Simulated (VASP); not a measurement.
# MgS (Niningerite) in VASP: a series of runs

MgS (Niningerite) is run at these levels: PBE; tasks: single point.

Program: VASP 6.6.1. These are calculated values, not measurements. Logs are shortened: lines on timing, memory, paths and dates and some standing lists are left out, and cuts for length are marked.

### 1 The cell of the first run

It takes space group Fm-3m (No. 225, cubic). Conventional cell: a = 5.203 Å, b = 5.203 Å, c = 5.203 Å, α = 90.00°, β = 90.00°, γ = 90.00°. Mg (site symmetry m-3m) has 6 S at 2.60 Å within 3.4 Å. Within 3.4 Å of S (site symmetry m-3m) lie 6 Mg at 2.60 Å.

### 2 Single point, PBE

INCAR reads:

```
PREC     = Accurate       # precision mode
ENCUT    = 520            # plane-wave cutoff, eV
EDIFF    = 1E-7           # SCF threshold, eV
ISMEAR   = 0              # smearing method
SIGMA    = 0.01           # smearing width, eV
LREAL    = False          # projectors in reciprocal space
LASPH    = True           # aspherical terms in the spheres
NELM     = 60             # most SCF steps
ALGO     = Normal         # electronic algorithm
ISIF     = 2              # what is computed and relaxed
LWAVE    = False          # write WAVECAR
LCHARG   = True           # write CHGCAR
GGA      = PE             # functional
LELF     = True           # ELF
LVHAR    = True         
NBANDS   = 11             # bands
```

KPOINTS reads:

```
regular mesh
0
Gamma
  6 6 6
```

POSCAR reads:

```
MgS
1.0
    0.0000000000      2.6016500000      2.6016500000
    2.6016500000      0.0000000000      2.6016500000
    2.6016500000      2.6016500000      0.0000000000
Mg S
1 1
Direct
    0.0000000000      0.0000000000      0.0000000000
    0.5000000000      0.5000000000      0.5000000000
```

Potentials or basis: VASP PAW PBE potentials, release 64 (Mg, S).

Run with:

```sh
cat potpaw_PBE.64/Mg/POTCAR potpaw_PBE.64/S/POTCAR > POTCAR
mpirun -np 1 vasp_std > vasp.out
```

OUTCAR:

```text
PREC = Accurate
   ENCUT = 520
   EDIFF = 1E-7
   ISMEAR = 0
   LREAL = False
   LASPH = True
   NELM = 60
   ISIF = 2
   GGA = PE

 ion  position               nearest neighbor table
   1  0.000  0.000  0.000-   2 2.60   2 2.60   2 2.60   2 2.60   2 2.60   2 2.60
   2  0.500  0.500  0.500-   1 2.60   1 2.60   1 2.60   1 2.60   1 2.60   1 2.60

  LATTYP: Found a face centered cubic cell.
 ALAT       =     5.2033000000

  Lattice vectors:

 A1 = (   0.0000000000,   2.6016500000,   2.6016500000)
 A2 = (   2.6016500000,   0.0000000000,   2.6016500000)
 A3 = (   2.6016500000,   2.6016500000,   0.0000000000)

Analysis of symmetry for initial positions (statically):
=====================================================================
 Subroutine PRICEL returns:
 Original cell was already a primitive cell.

 Routine SETGRP: Setting up the symmetry group for a
 face centered cubic supercell.

 Subroutine GETGRP returns: Found 48 space group operations
 (whereof 48 operations were pure point group operations)
 out of a pool of 48 trial point group operations.

The static configuration has the point symmetry O_h .

Analysis of symmetry for dynamics (positions and initial velocities):
=====================================================================
 Subroutine PRICEL returns:
 Original cell was already a primitive cell.

 Routine SETGRP: Setting up the symmetry group for a
 face centered cubic supercell.

 Subroutine GETGRP returns: Found 48 space group operations
 (whereof 48 operations were pure point group operations)
 out of a pool of 48 trial point group operations.

The dynamic configuration has the point symmetry O_h .

 Subroutine INISYM returns: Found 48 space group operations
 (whereof 48 operations are pure point group operations),
 and found     1 'primitive' translations

----------------------------------------------------------------------------------------

                                     Primitive cell

  volume of cell :      35.2190

  direct lattice vectors                    reciprocal lattice vectors
     0.000000000  2.601650000  2.601650000    -0.192185728  0.192185728  0.192185728
     2.601650000  0.000000000  2.601650000     0.192185728 -0.192185728  0.192185728
     2.601650000  2.601650000  0.000000000     0.192185728  0.192185728 -0.192185728

  length of vectors
     3.679288715  3.679288715  3.679288715     0.332875446  0.332875446  0.332875446

  position of ions in fractional coordinates (direct lattice)
     0.000000000  0.000000000  0.000000000
     0.500000000  0.500000000  0.500000000

  ion indices of the primitive-cell ions
   primitive index   ion index
                 1           1
                 2           2

----------------------------------------------------------------------------------------

 KPOINTS: regular mesh

Automatic generation of k-mesh.
 Grid dimensions read from file:
 generate k-points for:    6    6    6

 Generating k-lattice:

  Cartesian coordinates                     Fractional coordinates (reciprocal lattice)
    -0.032030955  0.032030955  0.032030955     0.166666667  0.000000000  0.000000000
     0.032030955 -0.032030955  0.032030955     0.000000000  0.166666667  0.000000000
     0.032030955  0.032030955 -0.032030955     0.000000000  0.000000000  0.166666667

  Length of vectors
     0.055479241  0.055479241  0.055479241

  Shift w.r.t. Gamma in fractional coordinates (k-lattice)
     0.000000000  0.000000000  0.000000000

 Subroutine IBZKPT returns following result:
 ===========================================

 Found     16 irreducible k-points:

 Following reciprocal coordinates:
            Coordinates               Weight
  0.000000  0.000000  0.000000      1.000000
  0.166667  0.000000  0.000000      8.000000
  0.333333  0.000000  0.000000      8.000000
  0.500000  0.000000  0.000000      4.000000
  0.166667  0.166667  0.000000      6.000000
  0.333333  0.166667  0.000000     24.000000
[... 8 lines left out ...]
 -0.333333  0.333333  0.166667     24.000000
 -0.333333  0.500000  0.166667     12.000000
   k-points           NKPTS =     16   k-points in BZ     NKDIM =     16   number of bands    NBANDS=     11
   number of dos      NEDOS =    301   number of ions     NIONS =      2
   total plane-waves  NPLWV =  21952
   dimension x,y,z NGX =    28 NGY =   28 NGZ =   28
   dimension x,y,z NGXF=    56 NGYF=   56 NGZF=   56
   ions per type =               1   1
   NGX,Y,Z   is equivalent  to a cutoff of  12.65, 12.65, 12.65 a.u.
   NGXF,Y,Z  is equivalent  to a cutoff of  25.30, 25.30, 25.30 a.u.
 SYSTEM =  unknown system
   PREC   = accura    normal or accurate (medium, high low for compatibility)
   ISTART =      0    job   : 0-new  1-cont  2-samecut
   ICHARG =      2    charge: 1-file 2-atom 10-const
   ISPIN  =      1    spin polarized calculation?
   LNONCOLLINEAR =      F non collinear calculations
   LSORBIT =      F    spin-orbit coupling
   LASPH  =      T    aspherical Exc in radial PAW
   ENCUT  =  520.0 eV  38.22 Ry    6.18 a.u.   6.84  6.84  6.84*2*pi/ulx,y,z
   NELM   =     60;   NELMIN=  2; NELMDL= -5     # of ELM steps
   EDIFF  = 0.1E-06   stopping-criterion for ELM
   LREAL  =      F    real-space projection
   EDIFFG = 0.1E-05   stopping-criterion for IOM
   NSW    =      0    number of steps for IOM
   IBRION =     -1    ionic relax: 0-MD 1-quasi-New 2-CG
   NFREE  =      0    steps in history (QN), initial steepest desc. (CG)
   ISIF   =      2    stress and relaxation
   ISYM   =      2    0-nonsym 1-usesym 2-fastsym
   POTIM  = 0.5000    time-step for ionic-motion
   TEBEG  =    0.0;   TEEND  =   0.0 temperature during run
   PSTRESS=    0.0 pullay stress
   NELECT =       8.0000    total number of electrons
   NUPDOWN=      -1.0000    fix difference up-down
   EMIN   =  10.00;   EMAX   =-10.00  energy-range for DOS
   EFERMI =   0.00;   METHOD = LEGACY
   ISMEAR =     0;   SIGMA  =   0.01  broadening in eV -4-tet -1-fermi 0-gaus
   EFERMI_NEDOS =   21; number of points for ismear=-14 and -15
   IALGO  =     38    algorithm
   IMIX   =      4    mixing-type and parameters
     AMIX     =   0.40;   BMIX     =  1.00
     AMIX_MAG =   1.60;   BMIX_MAG =  1.00
  volume/ion in A,a.u.               =      17.61       118.83
  Fermi-wavevector in a.u.,A,eV,Ry     =   0.998878  1.887606 13.575323  0.997758
  Thomas-Fermi vector in A             =   2.131131
   LORBIT       =      0    0 simple, 1 ext, 2 COOP (PROOUT), +10 PAW based schemes
   GGA     = PE    functional components
   LHFCALC =     F    Hartree Fock is set to
   AEXX    =    0.0000 exact exchange contribution
   IVDW    =     0    specifies the selected vdW correction
   LEPSILON=     F    determine dielectric tensor
   LRPA    =     F    only Hartree local field effects (RPA)
 non-spin polarized calculation
 Gauss-broadening in eV      SIGMA  =   0.01
  energy-cutoff  :      520.00
  volume of cell :       35.22
 maximum number of plane-waves:       960
   NGX = 13   NGY = 13   NGZ = 13

 number of electron       8.0000000 magnetization

 Free energy of the ion-electron system (eV)
  ---------------------------------------------------
  ext. energy  EPLUGINS =         0.00000000
  ---------------------------------------------------
  free energy    TOTEN  =        -8.49920615 eV

  energy without entropy =       -8.49920615  energy(sigma->0) =       -8.49920615

 E-fermi :   3.8014     XC(G=0):  -9.6875

 val. band max:        3.7275054631   @ k =   0.0000   0.0000   0.0000
 cond. band min:       6.5009539394   @ k =   0.5000   0.5000   0.0000
 fundamental gap:      2.7734484763
 Fermi energy:         3.8014485539

 k-point     1 :       0.0000    0.0000    0.0000
  band No.  band energies     occupation
      1      -8.9394      2.00000
      2       3.7275      2.00000
      3       3.7275      2.00000
      4       3.7275      2.00000
      5       7.4368      0.00000
      6      11.6806      0.00000
      7      11.6806      0.00000
      8      11.6806      0.00000
      9      14.0759      0.00000
     10      14.0759      0.00000
     11      16.2644      0.00000

 k-point     2 :       0.1667    0.0000    0.0000
  band No.  band energies     occupation
      1      -8.6757      2.00000
      2       2.0992      2.00000
      3       3.5589      2.00000
      4       3.5589      2.00000
      5       8.5353      0.00000
      6      11.3841      0.00000
      7      11.9415      0.00000
      8      11.9415      0.00000
      9      13.3753      0.00000
     10      13.3753      0.00000
     11      16.1596      0.00000

 k-point     3 :       0.3333    0.0000    0.0000
  band No.  band energies     occupation
      1      -8.0396      2.00000
      2      -0.1124      2.00000
      3       3.2669      2.00000
      4       3.2669      2.00000
      5       8.5099      0.00000
      6      11.0654      0.00000
      7      11.0654      0.00000
      8      13.0720      0.00000
      9      15.2405      0.00000
     10      15.2405      0.00000
     11      15.2843      0.00000

 k-point     4 :       0.5000    0.0000    0.0000
  band No.  band energies     occupation
      1      -7.6338      2.00000
      2      -1.1020      2.00000
      3       3.1383      2.00000
      4       3.1383      2.00000
      5       8.2746      0.00000
      6      10.6334      0.00000
      7      10.6334      0.00000
      8      13.8401      0.00000
      9      15.8810      0.00000
     10      18.1136      0.00000
     11      18.1136      0.00000

 k-point     5 :       0.1667    0.1667    0.0000
  band No.  band energies     occupation
      1      -8.5902      2.00000
      2       2.1948      2.00000
      3       3.1971      2.00000
      4       3.1971      2.00000
      5       9.0503      0.00000
      6      10.2415      0.00000
      7      11.6354      0.00000
      8      12.8106      0.00000
      9      12.8106      0.00000
     10      14.5350      0.00000
     11      17.8733      0.00000
[... 99 lines left out ...]
 k-point    13 :       0.5000    0.5000    0.0000
  band No.  band energies     occupation
      1      -7.2626      2.00000
      2      -0.4658      2.00000
      3       2.0451      2.00000
      4       2.0451      2.00000
      5       6.5010      0.00000
      6       8.1217      0.00000
      7      15.7315      0.00000
      8      16.5457      0.00000
      9      17.0986      0.00000
     10      17.0986      0.00000
     11      19.5656      0.00000

 k-point    14 :       0.5000    0.3333    0.1667
  band No.  band energies     occupation
      1      -7.6066      2.00000
      2       0.0422      2.00000
      3       1.5370      2.00000
      4       2.4956      2.00000
      5       9.0121      0.00000
      6      10.3498      0.00000
      7      11.0440      0.00000
      8      13.5634      0.00000
      9      15.2782      0.00000
     10      18.5624      0.00000
     11      19.0429      0.00000

 k-point    15 :      -0.3333    0.3333    0.1667
  band No.  band energies     occupation
      1      -7.3313      2.00000
      2      -0.1951      2.00000
      3       1.0160      2.00000
      4       2.1427      2.00000
      5       9.0509      0.00000
      6      10.4461      0.00000
      7      12.4144      0.00000
      8      12.6515      0.00000
      9      15.9613      0.00000
     10      17.6252      0.00000
     11      19.4351      0.00000

 k-point    16 :      -0.3333    0.5000    0.1667
  band No.  band energies     occupation
      1      -7.2290      2.00000
      2      -0.0227      2.00000
      3       1.1485      2.00000
      4       1.5147      2.00000
      5       8.1347      0.00000
      6       9.9502      0.00000
      7      12.8853      0.00000
      8      13.5286      0.00000
      9      17.5294      0.00000
     10      18.7652      0.00000
     11      19.1931      0.00000

------------------------ aborting loop because EDIFF is reached ----------------------------------------

  FORCE on cell =-STRESS in cart. coord.  units (eV):
  Direction    XX          YY          ZZ          XY          YZ          ZX
  --------------------------------------------------------------------------------------
  -------------------------------------------------------------------------------------
  Total        0.1948485      0.1948485      0.1948485     -0.0000000      0.0000000      0.0000000
  in kB        8.8640276      8.8640276      8.8640276     -0.0000000      0.0000000      0.0000000
  external PRESSURE =       8.8640276 kB  Pullay stress =       0.0000000 kB

 VOLUME and BASIS-vectors are now :
 -----------------------------------------------------------------------------
  energy-cutoff  :      520.00
  volume of cell :       35.22
      direct lattice vectors                 reciprocal lattice vectors
     0.000000000  2.601650000  2.601650000    -0.192185728  0.192185728  0.192185728
     2.601650000  0.000000000  2.601650000     0.192185728 -0.192185728  0.192185728
     2.601650000  2.601650000  0.000000000     0.192185728  0.192185728 -0.192185728

 POSITION                                       TOTAL-FORCE (eV/Angst)
 -----------------------------------------------------------------------------------
      0.00000      0.00000      0.00000        -0.000000      0.000000      0.000000
      2.60165      2.60165      2.60165         0.000000     -0.000000     -0.000000
 -----------------------------------------------------------------------------------
    total drift:                                0.000000      0.000000      0.000000

  FREE ENERGIE OF THE ION-ELECTRON SYSTEM (eV)
  ---------------------------------------------------
  free  energy   TOTEN  =        -8.4992061490 eV

  energy  without entropy=       -8.4992061490  energy(sigma->0) =       -8.49920615
```

It took 12 s on 1 thread of Intel Xeon Platinum 8259CL at 2.50GHz (Skylake/Cascade Lake), shared host; peak memory 0.15 GiB.

What came out:

```
Free energy            : -8.4992 eV
Pressure               : 0.9 GPa
Band gap on the k mesh : 2.77 eV, indirect (least direct gap 3.71 eV)
```

### 3 Single point, PBE

INCAR reads:

```
ALGO = Normal
EDIFF = 1E-6
ENCUT = 520
GGA = PE
ISIF = 2
ISMEAR = 0
LASPH = True
LCHARG = True
LELF = True
LREAL = False
LVHAR = True
LWAVE = False
NBANDS = 11
NELM = 80
PREC = Accurate
SIGMA = 0.01
```

KPOINTS reads:

```
k-points
0
Gamma
  6 6 6
```

POSCAR: that of step 2 with these lines changed.

```diff
@@ -8,3 +8,3 @@
 Direct
-    0.0000000000      0.0000000000      0.0000000000
+   -0.0019218573      0.0019218573      0.0019218573
     0.5000000000      0.5000000000      0.5000000000
```

Potentials or basis: VASP PAW PBE potentials, release 64 (Mg, S).

Run with:

```sh
cat potpaw_PBE.64/Mg/POTCAR potpaw_PBE.64/S/POTCAR > POTCAR
mpirun -np 1 vasp_std > vasp.out
```

OUTCAR:

```text
EDIFF = 1E-6
   ENCUT = 520
   GGA = PE
   ISIF = 2
   ISMEAR = 0
   LASPH = True
   LREAL = False
   NELM = 80
   PREC = Accurate

 ion  position               nearest neighbor table
   1  0.998  0.002  0.002-   2 2.59   2 2.60   2 2.60   2 2.60   2 2.60   2 2.61
   2  0.500  0.500  0.500-   1 2.59   1 2.60   1 2.60   1 2.60   1 2.60   1 2.61

  LATTYP: Found a face centered cubic cell.
 ALAT       =     5.2033000000

  Lattice vectors:

 A1 = (   0.0000000000,   2.6016500000,   2.6016500000)
[... 522 lines left out ...]
------------------------ aborting loop because EDIFF is reached ----------------------------------------

  FORCE on cell =-STRESS in cart. coord.  units (eV):
  Direction    XX          YY          ZZ          XY          YZ          ZX
  --------------------------------------------------------------------------------------
  -------------------------------------------------------------------------------------
  Total        0.1970025      0.1942679      0.1942679     -0.0000000      0.0000000      0.0000000
  in kB        8.9620159      8.8376154      8.8376154     -0.0000000      0.0000000      0.0000000
  external PRESSURE =       8.8790822 kB  Pullay stress =       0.0000000 kB

 VOLUME and BASIS-vectors are now :
 -----------------------------------------------------------------------------
  energy-cutoff  :      520.00
  volume of cell :       35.22
      direct lattice vectors                 reciprocal lattice vectors
     0.000000000  2.601650000  2.601650000    -0.192185728  0.192185728  0.192185728
     2.601650000  0.000000000  2.601650000     0.192185728 -0.192185728  0.192185728
     2.601650000  2.601650000  0.000000000     0.192185728  0.192185728 -0.192185728

 POSITION                                       TOTAL-FORCE (eV/Angst)
 -----------------------------------------------------------------------------------
      0.01000      2.60165      2.60165        -0.027893      0.000000      0.000000
      2.60165      2.60165      2.60165         0.027893      0.000000      0.000000
 -----------------------------------------------------------------------------------
    total drift:                               -0.000024      0.000000      0.000000

  FREE ENERGIE OF THE ION-ELECTRON SYSTEM (eV)
  ---------------------------------------------------
  free  energy   TOTEN  =        -8.4990667963 eV

  energy  without entropy=       -8.4990667963  energy(sigma->0) =       -8.49906680
```

OSZICAR:

```text
N       E                     dE             d eps       ncg     rms          rms(c)
DAV:   1     0.217759379844E+02    0.21776E+02   -0.35259E+03   676   0.589E+02
DAV:   2    -0.749638380124E+01   -0.29272E+02   -0.27211E+02   831   0.102E+02
DAV:   3    -0.889834322451E+01   -0.14020E+01   -0.14004E+01   823   0.230E+01
DAV:   4    -0.890591554360E+01   -0.75723E-02   -0.75717E-02   831   0.204E+00
DAV:   5    -0.890597873542E+01   -0.63192E-04   -0.63190E-04   822   0.182E-01    0.441E+00
DAV:   6    -0.853963532724E+01    0.36634E+00   -0.78660E-01   747   0.350E+00    0.344E+00
DAV:   7    -0.849921248676E+01    0.40423E-01   -0.21669E-01   789   0.202E+00    0.228E+00
DAV:   8    -0.849933625074E+01   -0.12376E-03   -0.14789E-02   705   0.742E-01    0.102E+00
DAV:   9    -0.849905191310E+01    0.28434E-03   -0.78585E-04   756   0.164E-01    0.347E-01
DAV:  10    -0.849907002547E+01   -0.18112E-04   -0.21427E-04   756   0.680E-02    0.399E-02
DAV:  11    -0.849906688172E+01    0.31437E-05   -0.20817E-05   783   0.201E-02    0.194E-02
DAV:  12    -0.849906679634E+01    0.85384E-07   -0.64696E-07   468   0.507E-03
   1 F= -.84990668E+01 E0= -.84990668E+01  d E =-.163476E-27
```

stdout:

```text
POSCAR found type information on POSCAR MgS
 POSCAR found :  2 types and       2 ions
 scaLAPACK will be used
 LDA part: xc-table for (Slater+PW92), standard interpolation
 POSCAR, INCAR and KPOINTS ok, starting setup
 FFT: planning ... GRIDC
 FFT: planning ... GRID_SOFT
 FFT: planning ... GRID
 WAVECAR not read
 entering main loop
```

It took 16 s on 1 thread of Intel Xeon Platinum 8259CL at 2.50GHz (Skylake/Cascade Lake), shared host; peak memory 0.16 GiB.

What came out:

| Item | Value |
| --- | --- |
| Free energy | -8.4991 eV |
| Pressure | 0.9 GPa |
| Largest force | 0.028 eV/Å |
| Band gap on the k mesh | 2.77 eV, indirect (least direct gap 3.71 eV) |

Forces in eV/Å, atoms in the order of the input:
```
Mg  -0.028  0.000  0.000
S    0.028  0.000  0.000
```

Levels at points of the mesh, in eV from the valence-band top:
```
           k point  band 1  band 2  band 3  band 4  band 5  band 6  band 7  band 8  band 9
(0.00, 0.00, 0.00)  -12.67    0.00    0.00    0.00    3.71    7.95    7.95    7.95   10.35
(0.50, 0.00, 0.00)  -11.36   -4.83   -0.59   -0.59    4.55    6.91    6.91   10.11   12.15
(0.50, 0.50, 0.00)  -10.99   -4.19   -1.68   -1.68    2.77    4.39   12.00   12.82   13.37
(0.00, 0.50, 0.50)  -10.99   -4.19   -1.68   -1.68    2.77    4.39   12.00   12.82   13.37
```
